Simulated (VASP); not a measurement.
# Ba3Ti3SiCl4O9 in VASP: a series of runs

Ba3Ti3SiCl4O9 is run at these levels: PBE; tasks: single point.

Program: VASP 6.6.1. These are calculated values, not measurements. Logs are shortened: lines on timing, memory, paths and dates and some standing lists are left out, and cuts for length are marked.

### Step 1. The cell of the first run

The cell holds a slab with vacuum, 20 atoms: a = 5.657 Å, b = 5.657 Å, c = 20.703 Å, α = 90.00°, β = 90.00°, γ = 120.00°.

### Step 2. Single point, PBE

INCAR reads:

```
SYSTEM = Ba3Ti3SiCl4O9
ALGO = Normal
EDIFF = 1E-6
ENCUT = 520
GGA = PE
ISIF = 2
ISMEAR = -1
LASPH = .TRUE.
LCHARG = .TRUE.
LELF = .TRUE.
LREAL = Auto
LVHAR = .TRUE.
LWAVE = .FALSE.
NBANDS = 92
NELM = 60
PREC = Accurate
SIGMA = 0.05
```

KPOINTS reads:

```
k-points
0
G
  2 2 1
  0 0 0
```

POSCAR reads:

```
Ba3Ti3SiCl4O9
1.0
    5.6572970000      0.0000000000      0.0000000000
   -2.8286490000      4.8993630000      0.0000000000
    0.0000000000      0.0000000000     20.7026380000
Ba Ti O Si Cl
3 3 9 1 4
Direct
    0.0000000000      0.0000000000      0.0483030230
    0.6706492730      0.3162860151      0.1438512329
    0.2985523658      0.6592897893      0.2691154625
    0.3333291060      0.6666580941      0.0997360819
   -0.0238675261      0.0005919137      0.2174119066
    0.6337342152      0.3213274869      0.3215677152
    0.4970647063      0.9941292368      0.0524136103
    0.0058771930      0.5029429336      0.0524136103
    0.4970658295      0.5029429336      0.0524136103
    0.1473340995      0.3239400714      0.1756008099
    0.6334875936      0.8453956157      0.1790496458
    0.1280536232      0.8427830312      0.1715433560
    0.7822484318      0.6725159985      0.3047437723
    0.2867690363      0.1263633660      0.2937983072
    0.8224132864      0.1991891599      0.2812588425
    0.7054777415      0.4799807648      0.5229816606
    1.0349798790      0.8745830836      0.5187841279
    0.3596528379      0.4856957935      0.5157893405
    0.7370788660      0.2723823485      0.4378572431
    0.6859323140      0.2607685938      0.6051595937
```

Potentials or basis: VASP PAW PBE potentials, release 64 (Ba_sv, Ti_sv, O, Si, Cl).

Run with:

```sh
> cat potpaw_PBE.64/Ba_sv/POTCAR potpaw_PBE.64/Ti_sv/POTCAR potpaw_PBE.64/O/POTCAR potpaw_PBE.64/Si/POTCAR potpaw_PBE.64/Cl/POTCAR > POTCAR
> mpirun -np 1 vasp_std > vasp.out
```

OUTCAR:

```text
SYSTEM = Ba3Ti3SiCl4O9
   EDIFF = 1E-6
   ENCUT = 520
   GGA = PE
   ISIF = 2
   ISMEAR = -1
   LASPH = .TRUE.
   LREAL = Auto
   NELM = 60
   PREC = Accurate

 ion  position               nearest neighbor table
   1  0.000  0.000  0.048-   9 2.83   8 2.83   7 2.83   7 2.83   9 2.83   8 2.83  12 2.91  10 3.08
                            11 3.25   4 3.44   4 3.44   4 3.44   5 3.50   2 3.73   2 3.84   2 3.89
   2  0.671  0.316  0.144-   7 2.47   8 2.51   9 2.59  11 2.67  10 2.75  12 2.86  12 2.95  10 3.05
                            15 3.14  11 3.19   4 3.31   4 3.37   5 3.40   4 3.49   6 3.69   5 3.69
   3  0.299  0.659  0.269-  11 2.49  10 2.54  15 2.66  12 2.66  14 2.72  13 2.80  15 3.02  14 3.03
                            13 3.05   5 3.40   6 3.42   5 3.42   6 3.43   6 3.47   5 3.49   4 3.51
   4  0.333  0.667  0.100-   9 1.88   8 1.88   7 1.88  11 2.21  10 2.30  12 2.39   2 3.31   2 3.37
                             1 3.44   1 3.44   1 3.44   2 3.49   3 3.51
   5  0.976  0.001  0.217-  12 1.79  10 1.81  11 1.86  15 2.18  14 2.20  13 2.43   3 3.40   2 3.40
                             3 3.42   3 3.49   1 3.50   2 3.69   2 3.73
   6  0.634  0.321  0.322-  15 1.75  13 1.76  14 1.80  19 2.53   3 3.42   3 3.43   3 3.47   2 3.69

   7  0.497  0.994  0.052-   4 1.88   2 2.47   1 2.83   1 2.83
   8  0.006  0.503  0.052-   4 1.88   2 2.51   1 2.83   1 2.83
   9  0.497  0.503  0.052-   4 1.88   2 2.59   1 2.83   1 2.83
  10  0.147  0.324  0.176-   5 1.81   4 2.30   3 2.54   2 2.75   2 3.05   1 3.08
  11  0.633  0.845  0.179-   5 1.86   4 2.21   3 2.49   2 2.67   2 3.19   1 3.25
  12  0.128  0.843  0.172-   5 1.79   4 2.39   3 2.66   2 2.86   1 2.91   2 2.95
  13  0.782  0.673  0.305-   6 1.76   5 2.43   3 2.80   3 3.05
  14  0.287  0.126  0.294-   6 1.80   5 2.20   3 2.72   3 3.03
  15  0.822  0.199  0.281-   6 1.75   5 2.18   3 2.66   3 3.02   2 3.14
  16  0.705  0.480  0.523-  18 1.98  17 2.07  20 2.08  19 2.17
  17  0.035  0.875  0.519-  16 2.07
  18  0.360  0.486  0.516-  16 1.98
  19  0.737  0.272  0.438-  16 2.17   6 2.53
  20  0.686  0.261  0.605-  16 2.08

  LATTYP: Found a hexagonal cell.
 ALAT       =     5.6572970000
 C/A-ratio  =     3.6594575112

  Lattice vectors:

 A1 = (   5.6572970000,   0.0000000000,   0.0000000000)
 A2 = (  -2.8286490000,   4.8993630000,   0.0000000000)
 A3 = (   0.0000000000,   0.0000000000,  20.7026380000)

Analysis of symmetry for initial positions (statically):
=====================================================================
 Subroutine PRICEL returns:
 Original cell was already a primitive cell.

 Routine SETGRP: Setting up the symmetry group for a
 hexagonal supercell.

 Subroutine GETGRP returns: Found  1 space group operations
 (whereof  1 operations were pure point group operations)
 out of a pool of 24 trial point group operations.

The static configuration has the point symmetry C_1 .

Analysis of symmetry for dynamics (positions and initial velocities):
=====================================================================
 Subroutine PRICEL returns:
 Original cell was already a primitive cell.

 Routine SETGRP: Setting up the symmetry group for a
 hexagonal supercell.

 Subroutine GETGRP returns: Found  1 space group operations
 (whereof  1 operations were pure point group operations)
 out of a pool of 24 trial point group operations.

The dynamic configuration has the point symmetry C_1 .

 Subroutine INISYM returns: Found  1 space group operations
 (whereof  1 operations are pure point group operations),
 and found     1 'primitive' translations

----------------------------------------------------------------------------------------

                                     Primitive cell

  volume of cell :     573.8182

  direct lattice vectors                    reciprocal lattice vectors
     5.657297000  0.000000000  0.000000000     0.176762860  0.102054101  0.000000000
    -2.828649000  4.899363000  0.000000000     0.000000000  0.204108167  0.000000000
     0.000000000  0.000000000 20.702638000     0.000000000  0.000000000  0.048303023

  length of vectors
     5.657297000  5.657297320 20.702638000     0.204108178  0.204108167  0.048303023

  position of ions in fractional coordinates (direct lattice)
     0.000000000  0.000000000  0.048303023
     0.670649273  0.316286015  0.143851233
     0.298552366  0.659289789  0.269115462
     0.333329106  0.666658094  0.099736082
     0.976132474  0.000591914  0.217411907
     0.633734215  0.321327487  0.321567715
[... 12 lines left out ...]
     0.737078866  0.272382349  0.437857243
     0.685932314  0.260768594  0.605159594

  ion indices of the primitive-cell ions
   primitive index   ion index
                 1           1
                 2           2
                 3           3
                 4           4
                 5           5
                 6           6
[... 12 lines left out ...]
                19          19
                20          20

----------------------------------------------------------------------------------------

 KPOINTS: k-points

Automatic generation of k-mesh.
 Grid dimensions read from file:
 generate k-points for:    2    2    1

 Generating k-lattice:

  Cartesian coordinates                     Fractional coordinates (reciprocal lattice)
     0.088381430  0.051027051  0.000000000     0.500000000 -0.000000000  0.000000000
     0.000000000  0.102054083  0.000000000     0.000000000  0.500000000  0.000000000
     0.000000000  0.000000000  0.048303023     0.000000000  0.000000000  1.000000000

  Length of vectors
     0.102054089  0.102054083  0.048303023

  Shift w.r.t. Gamma in fractional coordinates (k-lattice)
     0.000000000  0.000000000  0.000000000

 Subroutine IBZKPT returns following result:
 ===========================================

 Found      4 irreducible k-points:

 Following reciprocal coordinates:
            Coordinates               Weight
  0.000000  0.000000  0.000000      1.000000
  0.500000  0.000000  0.000000      1.000000
  0.000000  0.500000  0.000000      1.000000
  0.500000  0.500000  0.000000      1.000000
   k-points           NKPTS =      4   k-points in BZ     NKDIM =      4   number of bands    NBANDS=     92
   number of dos      NEDOS =    301   number of ions     NIONS =     20
   total plane-waves  NPLWV = 282240
   dimension x,y,z NGX =    42 NGY =   42 NGZ =  160
   dimension x,y,z NGXF=    84 NGYF=   84 NGZF=  320
   ions per type =               3   3   9   1   4
   NGX,Y,Z   is equivalent  to a cutoff of  12.34, 12.34, 12.85 a.u.
   NGXF,Y,Z  is equivalent  to a cutoff of  24.68, 24.68, 25.70 a.u.
 SYSTEM =  Ba3Ti3SiCl4O9
   PREC   = accura    normal or accurate (medium, high low for compatibility)
   ISTART =      0    job   : 0-new  1-cont  2-samecut
   ICHARG =      2    charge: 1-file 2-atom 10-const
   ISPIN  =      1    spin polarized calculation?
   LNONCOLLINEAR =      F non collinear calculations
   LSORBIT =      F    spin-orbit coupling
   LASPH  =      T    aspherical Exc in radial PAW
   ENCUT  =  520.0 eV  38.22 Ry    6.18 a.u.  10.52 10.52 38.49*2*pi/ulx,y,z
   NELM   =     60;   NELMIN=  2; NELMDL= -5     # of ELM steps
   EDIFF  = 0.1E-05   stopping-criterion for ELM
   LREAL  =      T    real-space projection
   EDIFFG = 0.1E-04   stopping-criterion for IOM
   NSW    =      0    number of steps for IOM
   IBRION =     -1    ionic relax: 0-MD 1-quasi-New 2-CG
   NFREE  =      0    steps in history (QN), initial steepest desc. (CG)
   ISIF   =      2    stress and relaxation
   ISYM   =      2    0-nonsym 1-usesym 2-fastsym
   POTIM  = 0.5000    time-step for ionic-motion
   TEBEG  =    0.0;   TEEND  =   0.0 temperature during run
   PSTRESS=    0.0 pullay stress
   NELECT =     152.0000    total number of electrons
   NUPDOWN=      -1.0000    fix difference up-down
   EMIN   =  10.00;   EMAX   =-10.00  energy-range for DOS
   EFERMI =   0.00;   METHOD = LEGACY
   ISMEAR =    -1;   SIGMA  =   0.05  broadening in eV -4-tet -1-fermi 0-gaus
   EFERMI_NEDOS =   21; number of points for ismear=-14 and -15
   IALGO  =     38    algorithm
   IMIX   =      4    mixing-type and parameters
     AMIX     =   0.40;   BMIX     =  1.00
     AMIX_MAG =   1.60;   BMIX_MAG =  1.00
  volume/ion in A,a.u.               =      28.69       193.62
  Fermi-wavevector in a.u.,A,eV,Ry     =   1.051392  1.986842 15.040217  1.105425
  Thomas-Fermi vector in A             =   2.186433
   LORBIT       =      0    0 simple, 1 ext, 2 COOP (PROOUT), +10 PAW based schemes
   GGA     = PE    functional components
   LHFCALC =     F    Hartree Fock is set to
   AEXX    =    0.0000 exact exchange contribution
   IVDW    =     0    specifies the selected vdW correction
   LEPSILON=     F    determine dielectric tensor
   LRPA    =     F    only Hartree local field effects (RPA)
 non-spin polarized calculation
  energy-cutoff  :      520.00
  volume of cell :      573.82
 maximum number of plane-waves:     15449
   NGX = 21   NGY = 21   NGZ = 77

 number of electron     151.9999994 magnetization

 Free energy of the ion-electron system (eV)
  ---------------------------------------------------
  ext. energy  EPLUGINS =         0.00000000
  ---------------------------------------------------
  free energy    TOTEN  =      -132.83903708 eV

  energy without entropy =     -132.77998351  energy(sigma->0) =     -132.80951029

 E-fermi :   0.8054     XC(G=0):  -6.3950

 val. band max:        0.7698971783   @ k =   0.0000   0.0000   0.0000
 cond. band min:       0.8389125573   @ k =   0.0000   0.0000   0.0000
 fundamental gap:      0.0690153790
 Fermi energy:         0.8053625039

 k-point     1 :       0.0000    0.0000    0.0000
  band No.  band energies     occupation
      1     -56.7271      2.00000
      2     -56.3976      2.00000
      3     -55.0723      2.00000
      4     -33.2119      2.00000
      5     -33.1570      2.00000
      6     -33.1129      2.00000
[... 80 lines left out ...]
     87       3.8713      0.00000
     88       4.1516      0.00000

 k-point     2 :       0.5000    0.0000    0.0000
  band No.  band energies     occupation
      1     -56.7271      2.00000
      2     -56.3976      2.00000
      3     -55.0723      2.00000
      4     -33.2121      2.00000
      5     -33.1572      2.00000
      6     -33.1140      2.00000
[... 80 lines left out ...]
     87       4.0754      0.00000
     88       4.2007      0.00000

 k-point     3 :       0.0000    0.5000    0.0000
  band No.  band energies     occupation
      1     -56.7271      2.00000
      2     -56.3976      2.00000
      3     -55.0723      2.00000
      4     -33.2120      2.00000
      5     -33.1576      2.00000
      6     -33.1136      2.00000
[... 80 lines left out ...]
     87       4.0737      0.00000
     88       4.2541      0.00000

 k-point     4 :       0.5000    0.5000    0.0000
  band No.  band energies     occupation
      1     -56.7271      2.00000
      2     -56.3976      2.00000
      3     -55.0723      2.00000
      4     -33.2123      2.00000
      5     -33.1576      2.00000
      6     -33.1132      2.00000
[... 80 lines left out ...]
     87       3.9344      0.00000
     88       4.2217      0.00000
 [bands above 88 left out]

------------------------ aborting loop because EDIFF is reached ----------------------------------------

  FORCE on cell =-STRESS in cart. coord.  units (eV):
  Direction    XX          YY          ZZ          XY          YZ          ZX
  --------------------------------------------------------------------------------------
  -------------------------------------------------------------------------------------
  Total       12.6145445     12.2401176      1.5383095     -1.2115654      1.5996822     -0.8480634
  in kB       35.2215018     34.1760516      4.2951665     -3.3828534      4.4665275     -2.3679068
  external PRESSURE =      24.5642400 kB  Pullay stress =       0.0000000 kB

 VOLUME and BASIS-vectors are now :
 -----------------------------------------------------------------------------
  energy-cutoff  :      520.00
  volume of cell :      573.82
      direct lattice vectors                 reciprocal lattice vectors
     5.657297000  0.000000000  0.000000000     0.176762860  0.102054101  0.000000000
    -2.828649000  4.899363000  0.000000000     0.000000000  0.204108167  0.000000000
     0.000000000  0.000000000 20.702638000     0.000000000  0.000000000  0.048303023

 POSITION                                       TOTAL-FORCE (eV/Angst)
 -----------------------------------------------------------------------------------
      0.00000      0.00000      1.00000         0.117468     -0.082450     -1.387404
      2.89940      1.54960      2.97810        -1.039071      0.770533      0.410954
     -0.17590      3.23010      5.57140         0.086000      0.173087      0.978886
      0.00000      3.26620      2.06480         0.287400     -0.146037     -4.047631
      5.52060      0.00290      4.50100        -0.093766      0.094194      0.383399
      2.67630      1.57430      6.65730        -0.720693      0.109623      0.062815
[... 12 lines left out ...]
      3.39940      1.33450      9.06480         0.084986     -0.207580      0.289236
      3.14290      1.27760     12.52840         0.027184      0.336111     -0.342922
 -----------------------------------------------------------------------------------
    total drift:                                0.013348     -0.009444      0.024263

  FREE ENERGIE OF THE ION-ELECTRON SYSTEM (eV)
  ---------------------------------------------------
  free  energy   TOTEN  =      -132.8390370781 eV

  energy  without entropy=     -132.7799835076  energy(sigma->0) =     -132.80951029
```

Run time: 33 min. Hardware: 1 thread of Intel Xeon 8259CL, shared host; peak memory 0.7 GiB.

What came out:

| Quantity | Value |
| --- | --- |
| Free energy | -132.8390 eV |
| Largest force | 4.060 eV/Å |
| Band gap on the k mesh | 0.07 eV |

Forces on the atoms (eV/Å):
```
Ba   0.117 -0.082 -1.387
Ba  -1.039  0.771  0.411
Ba   0.086  0.173  0.979
Ti   0.287 -0.146 -4.048
Ti  -0.094  0.094  0.383
Ti  -0.721  0.110  0.063
O   -0.008 -1.760  1.316
O    1.370  0.736  1.353
O   -1.482  0.866  1.657
O    0.103  0.135 -0.557
O    0.841 -0.311 -0.518
O    0.348 -0.624 -0.027
O   -0.068 -0.360 -0.450
O    0.228  0.797  0.077
O   -0.063 -0.283  0.502
Si   1.323  0.090  0.278
Cl  -0.306 -0.864  0.149
Cl  -1.036  0.531 -0.127
Cl   0.085 -0.208  0.289
Cl   0.027  0.336 -0.343
```

Caveat: the k points lie up to 0.64 Å⁻¹ apart; there is no dipole correction, which matters where the two faces differ; spin-orbit coupling is left out, which moves the levels of the heavy elements.

### Step 3. Single point, PBE

INCAR reads:

```
SYSTEM = Ba3Ti3SiCl4O9
PREC = Accurate
ENCUT = 520
EDIFF = 1E-6
ISMEAR = -1
SIGMA = 0.05
LREAL = Auto
LASPH = .True.
NELM = 100
ALGO = Normal
ISIF = 2
LWAVE = .False.
LCHARG = .True.
GGA = PE
LELF = .True.
LVHAR = .True.
NBANDS = 92
```

KPOINTS reads:

```
regular mesh
0
Gamma
  2 2 1
  0 0 0
```

POSCAR reads:

```
Ba3Ti3SiCl4O9
1.0
    5.6572970000      0.0000000000      0.0000000000
   -2.8286490000      4.8993630000      0.0000000000
    0.0000000000      0.0000000000     20.7026380000
Ba Ti O Si Cl
3 3 9 1 4
Direct
    0.0000000000      0.0000000000      0.0483030230
    0.6605828465      0.3278997698      0.1457302205
    0.2996363668      0.6766593943      0.2674490082
    0.3333291060      0.6666580941      0.0997360819
   -0.0009216610      0.0226560065      0.2126105861
    0.6070868813      0.3259403314      0.3217802485
    0.4970647063      0.9941292368      0.0524136103
    0.0058771930      0.5029429336      0.0524136103
    0.4970658295      0.5029429336      0.0524136103
    0.1698549483      0.3438814393      0.1680558777
    0.6751333163      0.8464569782      0.1675003929
    0.1346235976      0.8239642582      0.1794843730
    0.7531553049      0.6670050780      0.2937210224
    0.2875739098      0.1592247809      0.2890549504
    0.7968830112      0.1965969862      0.2822249029
    0.6637096301      0.4678567397      0.5279761932
    0.9994605384      0.8666840975      0.5264015146
    0.3649279888      0.5595625390      0.5141518680
    0.7407593174      0.2844451411      0.4418132607
    0.7244629980      0.2822203621      0.6063719995
```

Potentials or basis: VASP PAW PBE potentials, release 64 (Ba_sv, Ti_sv, O, Si, Cl).

Run with:

```sh
> cat potpaw_PBE.64/Ba_sv/POTCAR potpaw_PBE.64/Ti_sv/POTCAR potpaw_PBE.64/O/POTCAR potpaw_PBE.64/Si/POTCAR potpaw_PBE.64/Cl/POTCAR > POTCAR
> mpirun -np 1 vasp_std > vasp.out
```

It took 27 min on 1 thread of Intel Xeon 8259CL, shared host; peak memory 0.7 GiB.

Results (log left out):

```yaml
Free_energy: -132.6001 eV
Largest_force: 4.566 eV/Å
Band_gap_on_the_k_mesh: 0.05 eV
```

Forces on the atoms (eV/Å):
```
Ba  -0.108 -0.042 -1.612
Ba  -0.092  0.434 -0.087
Ba   0.671 -0.371  1.276
Ti   0.551 -0.226 -4.527
Ti  -1.544 -0.599  0.566
Ti   2.156  1.935  0.456
O   -0.249 -1.364  1.376
O    1.077  0.809  1.439
O   -1.463  0.814  1.350
O    0.136 -0.693  0.580
O   -0.113  0.263  0.616
O    0.209  0.545 -1.343
O    0.537 -0.325  0.388
O   -1.731 -0.987 -0.403
O    0.061 -0.147  0.096
Si   1.161  0.792 -0.307
Cl   0.085 -0.414  0.049
Cl  -0.541 -0.277  0.064
Cl  -0.421 -0.069 -0.046
Cl  -0.384 -0.078  0.067
```

Levels at points of the mesh, in eV from the valence-band top:
| k point | band 73 | band 74 | band 75 | band 76 | band 77 | band 78 | band 79 | band 80 |
| --- | --- | --- | --- | --- | --- | --- | --- | --- |
| (0.00, 0.00, 0.00) | -1.14 | -0.12 | -0.05 | 0.00 | 0.05 | 1.46 | 1.72 | 1.93 |
| (0.50, 0.00, 0.00) | -0.73 | -0.54 | -0.34 | -0.20 | 0.34 | 1.45 | 1.58 | 1.91 |
| (0.00, 0.50, 0.00) | -0.72 | -0.55 | -0.33 | -0.19 | 0.42 | 1.46 | 1.61 | 1.88 |
| (0.50, 0.50, 0.00) | -0.77 | -0.52 | -0.30 | -0.14 | 0.09 | 1.58 | 1.65 | 1.99 |

Caveat: the k points lie up to 0.64 Å⁻¹ apart; there is no dipole correction, which matters where the two faces differ; spin-orbit coupling is left out, which moves the levels of the heavy elements.
